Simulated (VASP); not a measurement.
Crystal: B2As3.

```
B As
1.0
     3.45000    0.00000    0.00000
    -1.72500    2.98779    0.00000
     0.00000    0.00000   16.10000
B As
4 6
Direct
  0.66667 0.33333 0.82800
  0.00000 0.00000 0.65600
  0.33333 0.66667 0.17200
  0.00000 0.00000 0.34400
  0.66667 0.33333 0.95650
  0.00000 0.00000 0.78450
  0.33333 0.66667 0.61240
  0.33333 0.66667 0.04350
  0.00000 0.00000 0.21550
  0.66667 0.33333 0.38760
```

* Program: VASP 6.6.1
* Task: relaxation of cell and atoms
* Functional: PBE
* Potentials or basis: VASP PAW PBE potentials, release 64 (B, As)
* Cutoff: 600 eV
* k mesh: 5 × 5 × 1
* Occupations: gaussian, width 0.2 eV
* Spin: no spin polarisation

At the start: pressure 1.2 GPa; volume 16.60 Å³/atom.

Q: Where does the relaxation end?

A: Over 27 steps the energy falls by 38.2 meV/atom and the volume is 15.73 Å³/atom (-5.2 %); space group P-3m1 (No. 164, to 0.1 Å) before and after.

The path:
| step | energy change (eV) | largest force (eV/Å) | pressure (GPa) | volume (Å³) |
| --- | --- | --- | --- | --- |
| 1 | 0.0000 | 0.4543 | 1.25 | 165.96 |
| 2 | -0.0354 | 0.2251 | -0.68 | 169.07 |
| 3 | -0.0355 | 0.2334 | -0.59 | 168.92 |
| 4 | -0.0502 | 0.2333 | -0.14 | 168.21 |
| 5 | -0.0547 | 0.2857 | 0.28 | 167.58 |
| 6 | -0.0662 | 0.2539 | -0.02 | 167.80 |
| 7 | -0.0699 | 0.3520 | -0.29 | 168.02 |
| 8 | -0.0815 | 0.3478 | -0.29 | 167.61 |
| 9 | -0.1139 | 0.3311 | -0.28 | 166.40 |
| 10 | -0.1648 | 0.5788 | -0.18 | 163.98 |
| 11 | -0.1717 | 1.4169 | 0.51 | 159.20 |
| 12 | -0.1883 | 0.9417 | 0.07 | 161.71 |
| 13 | -0.1927 | 0.9357 | 0.06 | 161.60 |
| 14 | -0.2057 | 0.9183 | 0.05 | 161.24 |
| 15 | -0.2302 | 0.9105 | 0.05 | 160.54 |
| 16 | -0.2710 | 0.8926 | 0.09 | 159.13 |
| 17 | -0.2945 | 0.7881 | 0.45 | 156.34 |
| 18 | -0.2983 | 0.8363 | 0.28 | 157.27 |
| 19 | -0.3191 | 0.6804 | 0.13 | 157.46 |
| 20 | -0.3555 | 0.2569 | -0.29 | 158.03 |
| 21 | -0.3601 | 0.2578 | -0.45 | 158.30 |
| 22 | -0.3651 | 0.2300 | -0.31 | 158.01 |
| 23 | -0.3751 | 0.1516 | 0.14 | 157.14 |
| 24 | -0.3693 | 0.2238 | 1.10 | 155.40 |
| 25 | -0.3771 | 0.1770 | 0.45 | 156.56 |
| 26 | -0.3807 | 0.1078 | 0.12 | 156.94 |
| 27 | -0.3818 | 0.0377 | -0.20 | 157.31 |

Final structure:
```
B As
1.0
     3.45320    0.00000    0.00000
    -1.72660    2.99056    0.00000
     0.00000    0.00000   15.23315
B As
4 6
Direct
  0.66667 0.33333 0.80989
  0.00000 0.00000 0.62884
  0.33333 0.66667 0.19011
  0.00000 0.00000 0.37116
  0.66667 0.33333 0.95120
  0.00000 0.00000 0.76648
  0.33333 0.66667 0.58462
  0.33333 0.66667 0.04880
  0.00000 0.00000 0.23352
  0.66667 0.33333 0.41538
```

Caveat: the k points lie up to 0.42 Å⁻¹ apart in the final cell, too coarse for converged energies and pressures of a metal; the relaxation stopped at a loose force limit of 0.08 eV/Å, so its end isn't a converged minimum.
